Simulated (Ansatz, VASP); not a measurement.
BeS: VASP beside Ansatz

```
Be S
1.0
     0.00000    2.31461    2.31461
     2.31461    0.00000    2.31461
     2.31461    2.31461    0.00000
Be S
1 1
Direct
  0.00000 0.00000 0.00000
  0.50000 0.50000 0.50000
```

Alike in both runs: task single point; functional PBE; k mesh 8 × 8 × 8; no spin polarisation.

|  | VASP | Ansatz |
| --- | --- | --- |
| version | VASP 6.6.1 | Ansatz 0.2.0 |
| potentials or method | VASP PAW PBE potentials, release 64 (Be, S) | plane waves, PAW |
| plane-wave cutoff (eV) | 520 | 420 |
| occupations | gaussian, width 0.01 eV | fixed |
| valence electrons in the cell | 8 | 8 |

|  | VASP | Ansatz | Ansatz less VASP |
| --- | --- | --- | --- |
| gap on the k mesh at the Fermi level (eV) | 1.00 | 0.99 | -0.006 |
| pressure (GPa) | 0.0 | 0.0 | +0.09 |
